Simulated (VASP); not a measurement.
Input of a VASP 6.6.1 run:

File INCAR:

```
SYSTEM = Ge
  PREC = Accurate
  ENCUT = 520
  EDIFF = 1E-6
  ISMEAR = 0
  SIGMA = 0.1
  LREAL = .FALSE.
  LASPH = .TRUE.
  NELM = 100
  ALGO = Normal
  ISIF = 2
  LWAVE = .FALSE.
  LCHARG = .FALSE.
  GGA = PS
  IBRION = 2
  NSW = 60
  EDIFFG = -0.002
```

KPOINTS

```
Automatic mesh
0
G
  12 12 6
  0 0 0
```

File POSCAR:

```
Ge
1.0
    3.9376007369      0.0000000000      0.0000000000
   -1.9688003685      3.4100622681      0.0000000000
    0.0000000000      0.0000000000      6.6253685145
Ge
4
Direct
    0.3333333333      0.6666666667      0.0014955506
    0.6666666667      0.3333333333      0.5014955506
    0.3333333333      0.6666666667      0.3725044494
    0.6666666667      0.3333333333      0.8725044494
```

Potentials or basis: VASP PAW PBE potentials, release 64 (Ge_d).

Launch:

```console
$ cat potpaw_PBE.64/Ge_d/POTCAR > POTCAR
$ mpirun -np 1 vasp_std > vasp.out
```

Problem. Predict the energy gained by relaxing.

Solution. 0.0 meV/atom.

Final structure:
```xyz
4
Lattice="3.9376 0.0000 0.0000 -1.9688 3.4101 0.0000 0.0000 0.0000 6.6254" Properties=species:S:1:pos:R:3 pbc="T T T"
Ge    0.0000    2.2734    0.0081
Ge    1.9688    1.1367    3.3208
Ge    0.0000    2.2734    2.4698
Ge    1.9688    1.1367    5.7824
```

Caveat: the cell differs from its parent crystal (strained cell).
